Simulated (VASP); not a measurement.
# MoSe (F-43m) in VASP: notebook, part 2 of 2

VASP 6.6.1. The steps go on from the part before.

### Step 5. Single point, PBE, collinear spin

This run uses another cell than the first one, of 22.89 Å³/atom.

File INCAR:

```
SYSTEM = MoSe
  PREC = Accurate
  ENCUT = 520
  EDIFF = 1E-6
  ISMEAR = 0
  SIGMA = 0.1
  LREAL = .FALSE.
  LASPH = .TRUE.
  NELM = 150
  ALGO = Normal
  ISIF = 2
  LWAVE = .FALSE.
  LCHARG = .FALSE.
  ISPIN = 2
  MAGMOM = 0.92 0
  LORBIT = 11
  LMAXMIX = 4
  GGA = PE
  NBANDS = 21
```

File KPOINTS:

```
regular mesh
0
G
  12 12 12
  0 0 0
```

File POSCAR:

```
MoSe
1.0
    0.0000000000      2.8392909712      2.8392909712
    2.8392909712      0.0000000000      2.8392909712
    2.8392909712      2.8392909712      0.0000000000
Mo Se
1 1
Direct
    0.0000000000      0.0000000000      0.0000000000
    0.2500000000      0.2500000000      0.2500000000
```

Launch:

```
> cat potpaw_PBE.64/Mo_sv/POTCAR potpaw_PBE.64/Se/POTCAR > POTCAR
> mpirun -np 1 vasp_std > vasp.out
```

Wall time 3.4 min (1 thread of Intel Xeon 8259CL, shared host); peak memory 0.26 GiB.

The run converged. Its results:

- Free energy: -13.4993 eV
- Pressure: 0.2 GPa
- Net moment: 1.16 μB per cell
- Site moments: Mo +1.03; Se -0.02 μB
- Valence electrons inside the program's atomic spheres: Mo 12.43; Se 3.97

Levels at points of the mesh, in eV from the Fermi level:
Spin up:
| k point | band 9 | band 10 | band 11 | band 12 | band 13 | band 14 |
| --- | --- | --- | --- | --- | --- | --- |
| (0.00, 0.00, 0.00) | -1.06 | -1.06 | 1.11 | 4.00 | 4.00 | 4.00 |
| (0.50, 0.00, 0.00) | -0.71 | -0.71 | -0.33 | 2.02 | 2.02 | 3.66 |
| (0.50, 0.50, 0.00) | -1.65 | -0.36 | -0.35 | 0.45 | 0.45 | 5.65 |
Spin down:
```tsv
k point	band 7	band 8	band 9	band 10	band 11	band 12
(0.00, 0.00, 0.00)	-4.77	-4.77	-0.07	-0.07	1.31	4.29
(0.50, 0.00, 0.00)	-4.38	-4.38	0.14	0.22	0.22	2.37
(0.50, 0.50, 0.00)	-3.76	-3.76	-1.30	0.45	0.75	0.90
```

### Step 6. Single point, PBE, collinear spin

This run uses another cell than the first one, of 22.89 Å³/atom.

File INCAR:

```
ALGO = Normal ; EDIFF = 1E-6
ENCUT = 520 ; GGA = PE
ISIF = 2 ; ISMEAR = 0
ISPIN = 2 ; LASPH = True
LCHARG = False ; LMAXMIX = 4
LORBIT = 11 ; LREAL = False
LWAVE = False ; MAGMOM = 2 0
NBANDS = 21 ; NELM = 150
PREC = Accurate ; SIGMA = 0.1
```

File KPOINTS:

```
k-points
0
Gamma
  12 12 12
```

POSCAR is that of step 5.

Potentials or basis: VASP PAW PBE potentials, release 64 (Mo_sv, Se).

Launch:

```
> cat potpaw_PBE.64/Mo_sv/POTCAR potpaw_PBE.64/Se/POTCAR > POTCAR
> mpirun -np 1 vasp_std > vasp.out
```

OUTCAR:

```text
EDIFF = 1E-6
   ENCUT = 520
   GGA = PE
   ISIF = 2
   ISMEAR = 0
   ISPIN = 2
   LASPH = True
   LORBIT = 11
   LREAL = False
   NELM = 150
   PREC = Accurate

 ion  position               nearest neighbor table
   1  0.000  0.000  0.000-   2 2.46   2 2.46   2 2.46   2 2.46
   2  0.250  0.250  0.250-   1 2.46   1 2.46   1 2.46   1 2.46

  LATTYP: Found a face centered cubic cell.
 ALAT       =     5.6785819424

  Lattice vectors:

 A1 = (   0.0000000000,   2.8392909712,   2.8392909712)
 A2 = (   2.8392909712,   0.0000000000,   2.8392909712)
 A3 = (   2.8392909712,   2.8392909712,   0.0000000000)

Analysis of symmetry for initial positions (statically):
=====================================================================
 Subroutine PRICEL returns:
 Original cell was already a primitive cell.

 Routine SETGRP: Setting up the symmetry group for a
 face centered cubic supercell.

 Subroutine GETGRP returns: Found 24 space group operations
 (whereof 24 operations were pure point group operations)
 out of a pool of 48 trial point group operations.

The static configuration has the point symmetry T_d .

Analysis of symmetry for dynamics (positions and initial velocities):
=====================================================================
 Subroutine PRICEL returns:
 Original cell was already a primitive cell.

 Routine SETGRP: Setting up the symmetry group for a
 face centered cubic supercell.

 Subroutine GETGRP returns: Found 24 space group operations
 (whereof 24 operations were pure point group operations)
 out of a pool of 48 trial point group operations.

The dynamic configuration has the point symmetry T_d .

Analysis of structural, dynamic, and magnetic symmetry:
=====================================================================
 Subroutine PRICEL returns:
 Original cell was already a primitive cell.

 Routine SETGRP: Setting up the symmetry group for a
 face centered cubic supercell.

 Subroutine GETGRP returns: Found 24 space group operations
 (whereof 24 operations were pure point group operations)
 out of a pool of 48 trial point group operations.

The overall configuration has the point symmetry T_d .

 Subroutine INISYM returns: Found 24 space group operations
 (whereof 24 operations are pure point group operations),
 and found     1 'primitive' translations

----------------------------------------------------------------------------------------

                                     Primitive cell

  volume of cell :      45.7783

  direct lattice vectors                    reciprocal lattice vectors
     0.000000000  2.839290971  2.839290971    -0.176100303  0.176100303  0.176100303
     2.839290971  0.000000000  2.839290971     0.176100303 -0.176100303  0.176100303
     2.839290971  2.839290971  0.000000000     0.176100303  0.176100303 -0.176100303

  length of vectors
     4.015363799  4.015363799  4.015363799     0.305014672  0.305014672  0.305014672

  position of ions in fractional coordinates (direct lattice)
     0.000000000  0.000000000  0.000000000
     0.250000000  0.250000000  0.250000000

  ion indices of the primitive-cell ions
   primitive index   ion index
                 1           1
[... 65 lines left out ...]
   ISTART =      0    job   : 0-new  1-cont  2-samecut
   ICHARG =      2    charge: 1-file 2-atom 10-const
   ISPIN  =      2    spin polarized calculation?
   LNONCOLLINEAR =      F non collinear calculations
   LSORBIT =      F    spin-orbit coupling
   LASPH  =      T    aspherical Exc in radial PAW
   ENCUT  =  520.0 eV  38.22 Ry    6.18 a.u.   7.47  7.47  7.47*2*pi/ulx,y,z
   NELM   =    150;   NELMIN=  2; NELMDL= -5     # of ELM steps
   EDIFF  = 0.1E-05   stopping-criterion for ELM
   LREAL  =      F    real-space projection
   EDIFFG = 0.1E-04   stopping-criterion for IOM
   NSW    =      0    number of steps for IOM
   IBRION =     -1    ionic relax: 0-MD 1-quasi-New 2-CG
   NFREE  =      0    steps in history (QN), initial steepest desc. (CG)
   ISIF   =      2    stress and relaxation
   ISYM   =      2    0-nonsym 1-usesym 2-fastsym
   POTIM  = 0.5000    time-step for ionic-motion
   TEBEG  =    0.0;   TEEND  =   0.0 temperature during run
   PSTRESS=    0.0 pullay stress
   NELECT =      20.0000    total number of electrons
   NUPDOWN=      -1.0000    fix difference up-down
   EMIN   =  10.00;   EMAX   =-10.00  energy-range for DOS
   EFERMI =   0.00;   METHOD = LEGACY
   ISMEAR =     0;   SIGMA  =   0.10  broadening in eV -4-tet -1-fermi 0-gaus
   EFERMI_NEDOS =   21; number of points for ismear=-14 and -15
   IALGO  =     38    algorithm
   IMIX   =      4    mixing-type and parameters
     AMIX     =   0.40;   BMIX     =  1.00
     AMIX_MAG =   1.60;   BMIX_MAG =  1.00
  volume/ion in A,a.u.               =      22.89       154.46
  Fermi-wavevector in a.u.,A,eV,Ry     =   1.242219  2.347454 20.995269  1.543109
  Thomas-Fermi vector in A             =   2.376583
   LORBIT       =     11    0 simple, 1 ext, 2 COOP (PROOUT), +10 PAW based schemes
   GGA     = PE    functional components
   LHFCALC =     F    Hartree Fock is set to
   AEXX    =    0.0000 exact exchange contribution
   IVDW    =     0    specifies the selected vdW correction
   LEPSILON=     F    determine dielectric tensor
   LRPA    =     F    only Hartree local field effects (RPA)
 spin polarized calculation
 Gauss-broadening in eV      SIGMA  =   0.10
  energy-cutoff  :      520.00
  volume of cell :       45.78
 maximum number of plane-waves:      1258
 NGX is ok and might be reduce to    30
   NGX = 15   NGY = 15   NGZ = 15

 number of electron      19.9999999 magnetization       1.1584795

 Free energy of the ion-electron system (eV)
  ---------------------------------------------------
  ext. energy  EPLUGINS =         0.00000000
  ---------------------------------------------------
  free energy    TOTEN  =       -13.49930453 eV

  energy without entropy =      -13.48710546  energy(sigma->0) =      -13.49320499

 E-fermi :   6.2438     XC(G=0): -10.2395

 val. band max:        6.2435989909   @ k =   0.1667   0.0833   0.0000
 cond. band min:       6.2500045561   @ k =  -0.4167   0.2500   0.0000
 fundamental gap:      0.0064055652
 Fermi energy:         6.2437665032

 spin component 1

 k-point     1 :       0.0000    0.0000    0.0000
  band No.  band energies     occupation
      1     -54.9484      1.00000
      2     -29.1219      1.00000
      3     -29.1219      1.00000
      4     -29.1219      1.00000
      5      -8.4949      1.00000
      6       1.2586      1.00000
[... 565 lines left out ...]
     20      19.2582      0.00000
     21      21.9695      0.00000

 [... further k-points ...]

 spin component 2

 k-point     1 :       0.0000    0.0000    0.0000
  band No.  band energies     occupation
      1     -54.3099      1.00000
      2     -28.4162      1.00000
      3     -28.4162      1.00000
      4     -28.4162      1.00000
      5      -8.4590      1.00000
      6       1.4738      1.00000
[... 565 lines left out ...]
     20      19.4962      0.00000
     21      22.2397      0.00000

 [... further k-points ...]

------------------------ aborting loop because EDIFF is reached ----------------------------------------

  FORCE on cell =-STRESS in cart. coord.  units (eV):
  Direction    XX          YY          ZZ          XY          YZ          ZX
  --------------------------------------------------------------------------------------
  -------------------------------------------------------------------------------------
  Total        0.0522052      0.0522052      0.0522052     -0.0000000      0.0000000     -0.0000000
  in kB        1.8271097      1.8271097      1.8271097     -0.0000000      0.0000000     -0.0000000
  external PRESSURE =       1.8271097 kB  Pullay stress =       0.0000000 kB

 VOLUME and BASIS-vectors are now :
 -----------------------------------------------------------------------------
  energy-cutoff  :      520.00
  volume of cell :       45.78
      direct lattice vectors                 reciprocal lattice vectors
     0.000000000  2.839290971  2.839290971    -0.176100303  0.176100303  0.176100303
     2.839290971  0.000000000  2.839290971     0.176100303 -0.176100303  0.176100303
     2.839290971  2.839290971  0.000000000     0.176100303  0.176100303 -0.176100303

 POSITION                                       TOTAL-FORCE (eV/Angst)
 -----------------------------------------------------------------------------------
      0.00000      0.00000      0.00000         0.000000      0.000000      0.000000
      1.41965      1.41965      1.41965        -0.000000     -0.000000     -0.000000
 -----------------------------------------------------------------------------------
    total drift:                                0.000000      0.000000      0.000000

  FREE ENERGIE OF THE ION-ELECTRON SYSTEM (eV)
  ---------------------------------------------------
  free  energy   TOTEN  =       -13.4993045260 eV

  energy  without entropy=      -13.4871054628  energy(sigma->0) =      -13.49320499

 total charge

# of ion       s       p       d       tot
------------------------------------------
    1        2.258   6.100   4.073  12.432
    2        1.428   2.412   0.130   3.971
--------------------------------------------------
tot          3.686   8.512   4.203  16.402

 magnetization (x)

# of ion       s       p       d       tot
------------------------------------------
    1        0.027   0.011   0.989   1.026
    2       -0.004  -0.031   0.018  -0.017
--------------------------------------------------
tot          0.023  -0.020   1.007   1.009
```

stdout:

```text
POSCAR found type information on POSCAR MoSe
 POSCAR found :  2 types and       2 ions
 scaLAPACK will be used
 LDA part: xc-table for (Slater+PW92), standard interpolation
 POSCAR, INCAR and KPOINTS ok, starting setup
 FFT: planning ... GRIDC
 FFT: planning ... GRID_SOFT
 FFT: planning ... GRID
 WAVECAR not read
 entering main loop
```

It took 3 min on 1 thread of Intel Xeon 8259CL, shared host; peak memory 0.26 GiB.

Results:

```yaml
Free_energy: -13.4993 eV
Pressure: 0.2 GPa
Net_moment: 1.16 μB per cell
Site_moments: Mo +1.03; Se -0.02 μB
Valence_electrons_inside_the_program's_atomic_spheres: Mo 12.43; Se 3.97
```

### Step 7. The runs side by side

| task | spin | fixed moment (μB) | cell | k mesh | cutoff (eV) | gap on the mesh (eV) | pressure (GPa) | moment (μB) |
| --- | --- | --- | --- | --- | --- | --- | --- | --- |
| single point | off | - | a = 4.243 Å, angles 60.0°, 2 atoms | 12 × 12 × 12 | 520 | none | -12.7 | - |
| single point | collinear, zero start | 0.0 | a = 4.015 Å, angles 60.0°, 2 atoms | 12 × 12 × 12 | 520 | - | -1.5 | 0.00 |
| relaxation of cell and atoms | collinear | - | relaxed from a = 3.831 Å, angles 60.0°, 2 atoms | 6 × 6 × 6 | 600 | none | -0.1 | 1.23 |
| single point | collinear | - | a = 4.015 Å, angles 60.0°, 2 atoms | 12 × 12 × 12 | 520 | none | 0.2 | 1.16 |

Alike in all rows: level PBE; potentials or basis VASP PAW PBE potentials, release 64 (Mo_sv, Se); smearing gaussian 0.1 eV.

Caveats: the cell stands under tension (at least some runs); the total moment is fixed, so each spin has its own Fermi level (at least some runs); the volume moved by over 15 % at a fixed basis, so the end points are rough (at least some runs).

Absolute energies hang on the potentials; compare differences alone.
